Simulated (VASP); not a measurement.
**HfO2: single point with PBEsol**

The system is HfO2.

```xyz
3
Lattice="0.0000 2.4338 2.6986 2.4338 0.0000 2.6986 2.4338 2.4338 0.0000" Properties=species:S:1:pos:R:3 pbc="T T T"
Hf    0.0215    0.0000    0.0000
O     1.0972    1.2169    1.3493
O     3.5310    3.6507    4.0479
```

This cell differs from its parent crystal: mode 4 frozen in at -0.124 Å, strain +e along z and -e/2 along x and y +0.0700.

```
Program             : VASP 6.6.1
Task                : single point
Functional          : PBEsol
Potentials or basis : VASP PAW PBE potentials, release 64 (Hf_pv, O)
Cutoff              : 520 eV
k mesh              : 8 × 8 × 8
Occupations         : gaussian, width 0.05 eV
Spin                : no spin polarisation
```

The pressure is -0.4 GPa. The largest force is 0.852 eV/Å and the band gap on the k mesh is 2.42 eV, indirect (least direct gap 2.85 eV).

Forces in eV/Å, atoms in the order of the input:
```
Hf  -0.852  0.000  0.000
O    0.426  0.000  0.000
O    0.426  0.000  0.000
```

Stress tensor (GPa, compression positive):
```
 15.85   0.00   0.00
  0.00  16.33   0.00
  0.00   0.00 -33.30
```

Levels at points of the mesh, in eV from the valence-band top:
| k point | band 7 | band 8 | band 9 | band 10 | band 11 | band 12 | band 13 | band 14 | band 15 | band 16 |
| --- | --- | --- | --- | --- | --- | --- | --- | --- | --- | --- |
| (0.00, 0.00, 0.00) | -5.88 | -5.83 | -1.95 | -0.87 | -0.61 | 2.42 | 4.19 | 5.79 | 9.46 | 9.79 |
| (0.50, 0.00, 0.00) | -4.63 | -3.53 | -3.25 | -2.36 | -2.31 | 3.93 | 4.41 | 6.24 | 8.49 | 9.00 |
| (0.50, 0.50, 0.00) | -4.00 | -4.00 | -2.06 | -1.51 | -0.83 | 3.20 | 5.07 | 5.08 | 6.96 | 7.54 |
| (0.50, 0.00, 0.50) | -4.40 | -3.77 | -3.20 | -1.11 | 0.00 | 2.85 | 5.46 | 6.74 | 7.34 | 8.68 |
| (0.00, 0.50, 0.50) | -4.38 | -3.75 | -3.01 | -1.19 | -0.06 | 2.87 | 5.41 | 7.03 | 7.68 | 8.45 |

Run time: 53 s on 1 thread of Intel(R) Xeon(R) Platinum 8259CL CPU @ 2.50GHz (Skylake/Cascade Lake) (shared host), peak memory 0.19 GiB.

Caveat: the cell differs from its parent crystal (mode 4 frozen in at -0.124 Å, strain +e along z and -e/2 along x and y +0.0700); the PAW data sets were made with another functional, which shifts forces and pressure a little; spin-orbit coupling is left out, which moves the levels of the heavy elements. A k mesh can miss the band edges.
